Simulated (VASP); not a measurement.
Runs of VASP 6.6.1 on CaZn5. Symmetry: P6/mmm, No. 191, hexagonal system. The conventional cell has a = 5.307 Å, b = 5.307 Å, c = 4.194 Å, α = 90.00°, β = 90.00°, γ = 120.00°. Ca (site symmetry 6/mmm) has 18 Zn at 3.06 to 3.38 Å within 4.0 Å. Zn (site symmetry mmm) has 8 Zn at 2.60 to 2.65 Å and 4 Ca at 3.38 Å within 3.4 Å. Within 3.4 Å of Zn (site symmetry -6m2) lie 9 Zn at 2.60 to 3.06 Å and 3 Ca at 3.06 Å. 

| k mesh | gap on the mesh (eV) | pressure (GPa) |
| --- | --- | --- |
| 3 × 3 × 3 | none | -4.9 |
| 4 × 4 × 4 | none | -4.6 |
| 2 × 2 × 2 | none | -6.1 |
| 5 × 5 × 5 | none | (a) |

Alike in all rows: task single point; level LDA; potentials or basis VASP PAW LDA potentials, release 64 (Ca_sv, Zn); no spin polarisation; cell as given; cutoff (eV) 500; smearing methfessel-paxton 0.15 eV.

Q: Estimate the missing entries.

A: (a) -4.2.

Caveats: some runs use coarse meshes; the cell stands under tension (at least some runs).

A gap of «none» marks levels without a gap at the run's occupations.
